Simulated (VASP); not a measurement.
# Ta (Im-3m) in VASP: single point with PBE

Aim: the single point of Ta with PBE.

All numbers are computed with VASP 6.6.1; they aren't measurements. Logs are shortened: lines on timing, memory, paths and dates and some standing lists are left out, and cuts for length are marked.

## Step 1: The cell of the first run

Symmetry: Im-3m, No. 229, cubic system. Conventional cell: a = 3.325 Å, b = 3.325 Å, c = 3.325 Å, α = 90.00°, β = 90.00°, γ = 90.00°. Ta (site symmetry m-3m) has 14 Ta at 2.88 to 3.33 Å within 3.8 Å.

## Step 2: Single point, PBE

INCAR reads:

```
PREC = Accurate
ENCUT = 500
EDIFF = 1E-6
ISMEAR = 0
SIGMA = 0.0883
LREAL = False
LASPH = True
NELM = 120
ALGO = Normal
ISIF = 2
LWAVE = False
LCHARG = True
GGA = PE
LELF = True
LVHAR = True
NBANDS = 12
GGA_COMPAT = False
```

KPOINTS reads:

```
Automatic mesh
0
Gamma
  14 14 14
```

POSCAR reads:

```
Ta
1.0
   -1.6625390000      1.6625390000      1.6625390000
    1.6625390000     -1.6625390000      1.6625390000
    1.6625390000      1.6625390000     -1.6625390000
Ta
1
Direct
    0.0000000000      0.0000000000      0.0000000000
```

Potentials or basis: VASP PAW PBE potentials, release 64 (Ta_pv).

Run with:

```sh
$ cat potpaw_PBE.64/Ta_pv/POTCAR > POTCAR
$ mpirun -np 1 vasp_std > vasp.out
```

OUTCAR:

```text
PREC = Accurate
   ENCUT = 500
   EDIFF = 1E-6
   ISMEAR = 0
   LREAL = False
   LASPH = True
   NELM = 120
   ISIF = 2
   GGA = PE

 ion  position               nearest neighbor table
   1  0.000  0.000  0.000-

  LATTYP: Found a body centered cubic cell.
 ALAT       =     3.3250780000

  Lattice vectors:

 A1 = (  -1.6625390000,   1.6625390000,   1.6625390000)
 A2 = (   1.6625390000,  -1.6625390000,   1.6625390000)
 A3 = (   1.6625390000,   1.6625390000,  -1.6625390000)

Analysis of symmetry for initial positions (statically):
=====================================================================
 Subroutine PRICEL returns:
 Original cell was already a primitive cell.

 Routine SETGRP: Setting up the symmetry group for a
 body centered cubic supercell.

 Subroutine GETGRP returns: Found 48 space group operations
 (whereof 48 operations were pure point group operations)
 out of a pool of 48 trial point group operations.

The static configuration has the point symmetry O_h .

Analysis of symmetry for dynamics (positions and initial velocities):
=====================================================================
 Subroutine PRICEL returns:
 Original cell was already a primitive cell.

 Routine SETGRP: Setting up the symmetry group for a
 body centered cubic supercell.

 Subroutine GETGRP returns: Found 48 space group operations
 (whereof 48 operations were pure point group operations)
 out of a pool of 48 trial point group operations.

The dynamic configuration has the point symmetry O_h .

 Subroutine INISYM returns: Found 48 space group operations
 (whereof 48 operations are pure point group operations),
 and found     1 'primitive' translations

----------------------------------------------------------------------------------------

                                     Primitive cell

  volume of cell :      18.3813

  direct lattice vectors                    reciprocal lattice vectors
    -1.662539000  1.662539000  1.662539000     0.000000000  0.300744825  0.300744825
     1.662539000 -1.662539000  1.662539000     0.300744825  0.000000000  0.300744825
     1.662539000  1.662539000 -1.662539000     0.300744825  0.300744825  0.000000000

  length of vectors
     2.879602018  2.879602018  2.879602018     0.425317410  0.425317410  0.425317410

  position of ions in fractional coordinates (direct lattice)
     0.000000000  0.000000000  0.000000000

  ion indices of the primitive-cell ions
   primitive index   ion index
                 1           1

----------------------------------------------------------------------------------------

 KPOINTS: Automatic mesh

Automatic generation of k-mesh.
 Grid dimensions read from file:
 generate k-points for:   14   14   14

 Generating k-lattice:

  Cartesian coordinates                     Fractional coordinates (reciprocal lattice)
     0.000000000  0.021481773  0.021481773     0.071428571  0.000000000  0.000000000
     0.021481773  0.000000000  0.021481773     0.000000000  0.071428571  0.000000000
     0.021481773  0.021481773  0.000000000     0.000000000  0.000000000  0.071428571

  Length of vectors
     0.030379815  0.030379815  0.030379815

  Shift w.r.t. Gamma in fractional coordinates (k-lattice)
     0.000000000  0.000000000  0.000000000

 Subroutine IBZKPT returns following result:
 ===========================================

 Found    104 irreducible k-points:

 Following reciprocal coordinates:
            Coordinates               Weight
  0.000000  0.000000  0.000000      1.000000
  0.071429  0.000000  0.000000     12.000000
  0.142857  0.000000  0.000000     12.000000
  0.214286  0.000000  0.000000     12.000000
  0.285714  0.000000  0.000000     12.000000
  0.357143  0.000000  0.000000     12.000000
[... 16 lines left out ...]
  0.285714  0.285714  0.000000     24.000000
  0.357143  0.285714 -0.000000     24.000000
 [... further k-points ...]
   k-points           NKPTS =    104   k-points in BZ     NKDIM =    104   number of bands    NBANDS=     12
   number of dos      NEDOS =    301   number of ions     NIONS =      1
   total plane-waves  NPLWV =  13824
   dimension x,y,z NGX =    24 NGY =   24 NGZ =   24
   dimension x,y,z NGXF=    48 NGYF=   48 NGZF=   48
   ions per type =               1
   NGX,Y,Z   is equivalent  to a cutoff of  13.86, 13.86, 13.86 a.u.
   NGXF,Y,Z  is equivalent  to a cutoff of  27.71, 27.71, 27.71 a.u.
 SYSTEM =  unknown system
   PREC   = accura    normal or accurate (medium, high low for compatibility)
   ISTART =      0    job   : 0-new  1-cont  2-samecut
   ICHARG =      2    charge: 1-file 2-atom 10-const
   ISPIN  =      1    spin polarized calculation?
   LNONCOLLINEAR =      F non collinear calculations
   LSORBIT =      F    spin-orbit coupling
   LASPH  =      T    aspherical Exc in radial PAW
   ENCUT  =  500.0 eV  36.75 Ry    6.06 a.u.   5.25  5.25  5.25*2*pi/ulx,y,z
   NELM   =    120;   NELMIN=  2; NELMDL= -5     # of ELM steps
   EDIFF  = 0.1E-05   stopping-criterion for ELM
   LREAL  =      F    real-space projection
   EDIFFG = 0.1E-04   stopping-criterion for IOM
   NSW    =      0    number of steps for IOM
   IBRION =     -1    ionic relax: 0-MD 1-quasi-New 2-CG
   NFREE  =      0    steps in history (QN), initial steepest desc. (CG)
   ISIF   =      2    stress and relaxation
   ISYM   =      2    0-nonsym 1-usesym 2-fastsym
   POTIM  = 0.5000    time-step for ionic-motion
   TEBEG  =    0.0;   TEEND  =   0.0 temperature during run
   PSTRESS=    0.0 pullay stress
   NELECT =      11.0000    total number of electrons
   NUPDOWN=      -1.0000    fix difference up-down
   EMIN   =  10.00;   EMAX   =-10.00  energy-range for DOS
   EFERMI =   0.00;   METHOD = LEGACY
   ISMEAR =     0;   SIGMA  =   0.09  broadening in eV -4-tet -1-fermi 0-gaus
   EFERMI_NEDOS =   21; number of points for ismear=-14 and -15
   IALGO  =     38    algorithm
   IMIX   =      4    mixing-type and parameters
     AMIX     =   0.40;   BMIX     =  1.00
     AMIX_MAG =   1.60;   BMIX_MAG =  1.00
  volume/ion in A,a.u.               =      18.38       124.04
  Fermi-wavevector in a.u.,A,eV,Ry     =   1.379581  2.607030 25.895205  1.903244
  Thomas-Fermi vector in A             =   2.504537
   LORBIT       =      0    0 simple, 1 ext, 2 COOP (PROOUT), +10 PAW based schemes
   GGA     = PE    functional components
   LHFCALC =     F    Hartree Fock is set to
   AEXX    =    0.0000 exact exchange contribution
   IVDW    =     0    specifies the selected vdW correction
   LEPSILON=     F    determine dielectric tensor
   LRPA    =     F    only Hartree local field effects (RPA)
 non-spin polarized calculation
 Gauss-broadening in eV      SIGMA  =   0.09
  energy-cutoff  :      500.00
  volume of cell :       18.38
 maximum number of plane-waves:       476
 NGX is ok and might be reduce to    24
   NGX = 11   NGY = 11   NGZ = 11

 number of electron      11.0000000 magnetization

 Free energy of the ion-electron system (eV)
  ---------------------------------------------------
  ext. energy  EPLUGINS =         0.00000000
  ---------------------------------------------------
  free energy    TOTEN  =       -11.82085006 eV

  energy without entropy =      -11.81729999  energy(sigma->0) =      -11.81907503

 E-fermi :   5.3225     XC(G=0): -12.5146

 val. band max:        5.3083889531   @ k =   0.3571   0.1429   0.1429
 cond. band min:       5.3587992464   @ k =   0.0714   0.0714   0.0714
 fundamental gap:      0.0504102933
 Fermi energy:         5.3224514683

 k-point     1 :       0.0000    0.0000    0.0000
  band No.  band energies     occupation
      1     -27.8301      2.00000
      2     -27.8301      2.00000
      3     -27.8301      2.00000
      4      -2.5150      2.00000
      5       6.0565      0.00000
      6       6.0566      0.00000
      7       6.0566      0.00000
      8       9.2582      0.00000
      9       9.2582      0.00000
     10      19.9502      0.00000
     11      20.2379      0.00000
     12      20.2379      0.00000

 k-point     2 :       0.0714    0.0000    0.0000
  band No.  band energies     occupation
      1     -27.8889      2.00000
      2     -27.8483      2.00000
      3     -27.8303      2.00000
      4      -2.2931      2.00000
      5       5.9133      0.00000
      6       6.0128      0.00000
      7       6.2739      0.00000
      8       9.0330      0.00000
      9       9.2592      0.00000
     10      19.9499      0.00000
     11      20.4339      0.00000
     12      20.6279      0.00000

 k-point     3 :       0.1429    0.0000    0.0000
  band No.  band energies     occupation
      1     -28.0511      2.00000
      2     -27.8990      2.00000
      3     -27.8312      2.00000
      4      -1.6644      2.00000
      5       5.5382      0.00055
      6       5.8097      0.00000
      7       6.9150      0.00000
      8       8.6660      0.00000
      9       9.2813      0.00000
     10      19.9492      0.00000
     11      20.8397      0.00000
     12      21.7374      0.00000

 k-point     4 :       0.2143    0.0000    0.0000
  band No.  band energies     occupation
      1     -28.2784      2.00000
      2     -27.9714      2.00000
      3     -27.8324      2.00000
      4      -0.7523      2.00000
      5       5.0520      1.99999
      6       5.4211      0.11429
      7       7.9454      0.00000
      8       8.5942      0.00000
      9       9.3648      0.00000
     10      19.9476      0.00000
     11      20.7714      0.00000
     12      22.4134      0.00000

 k-point     5 :       0.2857    0.0000    0.0000
  band No.  band energies     occupation
      1     -28.5218      2.00000
      2     -28.0507      2.00000
      3     -27.8337      2.00000
      4       0.1932      2.00000
      5       4.5712      2.00000
      6       5.1695      1.98567
      7       8.8196      0.00000
      8       9.2976      0.00000
      9       9.5371      0.00000
     10      19.7587      0.00000
     11      19.9373      0.00000
     12      20.8607      0.00000
[... 228 lines left out ...]
      1     -28.7441      2.00000
      2     -28.2855      2.00000
      3     -27.9417      2.00000
      4       2.1564      2.00000
      5       3.9725      2.00000
      6       4.8492      2.00000
      7       8.8714      0.00000
      8      10.0630      0.00000
      9      13.3438      0.00000
     10      16.4160      0.00000
     11      19.8798      0.00000
     12      19.9589      0.00000

 k-point    22 :       0.3571    0.2143    0.0000
  band No.  band energies     occupation
      1     -28.7738      2.00000
      2     -28.3572      2.00000
      3     -27.9478      2.00000
      4       2.2862      2.00000
      5       3.9822      2.00000
      6       5.1502      1.99421
      7       9.0394      0.00000
      8      10.2408      0.00000
      9      14.6310      0.00000
     10      15.0556      0.00000
     11      18.8794      0.00000
     12      19.9549      0.00000

 k-point    23 :       0.2857    0.2857    0.0000
  band No.  band energies     occupation
      1     -28.7142      2.00000
      2     -28.4228      2.00000
      3     -27.9616      2.00000
      4       2.6805      2.00000
      5       3.9535      2.00000
      6       4.7475      2.00000
      7       9.2381      0.00000
      8       9.9903      0.00000
      9      14.7783      0.00000
     10      15.0699      0.00000
     11      18.8773      0.00000
     12      19.9545      0.00000

 k-point    24 :       0.3571    0.2857   -0.0000
  band No.  band energies     occupation
      1     -28.6721      2.00000
      2     -28.5045      2.00000
      3     -27.9674      2.00000
      4       2.8276      2.00000
      5       4.0916      2.00000
      6       4.6153      2.00000
      7       9.4610      0.00000
      8      10.0158      0.00000
      9      14.0315      0.00000
     10      16.1533      0.00000
     11      17.9232      0.00000
     12      19.9542      0.00000

 [... further k-points ...]
[... 5 lines left out ...]
  --------------------------------------------------------------------------------------
  -------------------------------------------------------------------------------------
  Total       -0.1208675     -0.1208675     -0.1208675      0.0000000     -0.0000000      0.0000000
  in kB      -10.5352453    -10.5352453    -10.5352453      0.0000000     -0.0000000      0.0000000
  external PRESSURE =     -10.5352453 kB  Pullay stress =       0.0000000 kB

 VOLUME and BASIS-vectors are now :
 -----------------------------------------------------------------------------
  energy-cutoff  :      500.00
  volume of cell :       18.38
      direct lattice vectors                 reciprocal lattice vectors
    -1.662539000  1.662539000  1.662539000     0.000000000  0.300744825  0.300744825
     1.662539000 -1.662539000  1.662539000     0.300744825  0.000000000  0.300744825
     1.662539000  1.662539000 -1.662539000     0.300744825  0.300744825  0.000000000

 POSITION                                       TOTAL-FORCE (eV/Angst)
 -----------------------------------------------------------------------------------
      0.00000      0.00000      0.00000         0.000000      0.000000      0.000000
 -----------------------------------------------------------------------------------
    total drift:                               -0.000000      0.000000      0.000000

  FREE ENERGIE OF THE ION-ELECTRON SYSTEM (eV)
  ---------------------------------------------------
  free  energy   TOTEN  =       -11.8208500604 eV

  energy  without entropy=      -11.8172999937  energy(sigma->0) =      -11.81907503
```

Wall time 29 s (1 thread of Intel Xeon 8259CL, shared host); peak memory 0.15 GiB.

Results:

```yaml
Free_energy: -11.8209 eV
Pressure: -1.1 GPa
```

Levels at points of the mesh, in eV from the Fermi level:
```csv
k point,band 2,band 3,band 4,band 5,band 6,band 7,band 8,band 9
"(0.00, 0.00, 0.00)",-33.15,-33.15,-7.84,0.73,0.73,0.73,3.94,3.94
"(0.50, 0.00, 0.00)",-33.51,-33.16,-4.29,-1.48,1.50,3.80,4.81,7.60
"(0.50, 0.50, 0.50)",-33.92,-33.92,-3.68,-3.68,6.67,6.67,6.67,8.47
```

Caveat: spin-orbit coupling is left out, which moves the levels of the heavy elements.
